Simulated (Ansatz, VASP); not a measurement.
# One calculation of SiO2, two programs

```xyz
12
Lattice="4.8757 0.0000 0.0000 0.0000 4.8757 0.0000 0.0000 0.0000 6.7163" Properties=species:S:1:pos:R:3 pbc="T T T"
Si    1.5237    1.5237    0.0000
Si    0.9142    3.9615    1.6791
Si    3.3520    3.3520    3.3582
Si    3.9615    0.9142    5.0372
O     1.1487    0.6187    1.2788
O     1.8191    3.5866    2.9579
O     3.7270    4.2570    4.6369
O     3.0566    1.2891    6.3160
O     3.5866    1.8191    3.7584
O     4.2570    3.7270    2.0794
O     1.2891    3.0566    0.4003
O     0.6187    1.1487    5.4375
```

Alike in both runs: task electric field gradients; functional PBE; k mesh 5 × 5 × 4; occupations fermi-dirac, width 0.02 eV; no spin polarisation.

|  | VASP | Ansatz |
| --- | --- | --- |
| version | VASP 6.6.1 | Ansatz 0.2.0 |
| potentials or method | VASP PAW PBE potentials, release 64 (Si, O) | plane-wave PAW, scalar-relativistic |
| plane-wave cutoff (eV) | 520 | 420 |
| valence electrons in the cell | 64 | 64 |

VASP gave:

```
gap on the k mesh at the Fermi level (eV)                     : 5.90
pressure (GPa)                                                : 8.7
traceless stress, the component that is largest in VASP (GPa) : -0.55
rms of the force components (eV/Å)                            : 0.248
size of Vzz on the site where it differs most (V/Å²)          : 83.3
```

Problem. Which values does Ansatz return?

Solution. gap on the k mesh at the Fermi level (eV): 5.90; pressure (GPa): 8.5; traceless stress, the component that is largest in VASP (GPa): -0.49; rms of the force components (eV/Å): 0.250; size of Vzz on the site where it differs most (V/Å²): 87.5.

Atom by atom the forces differ by 0.009 eV/Å (rms over components).
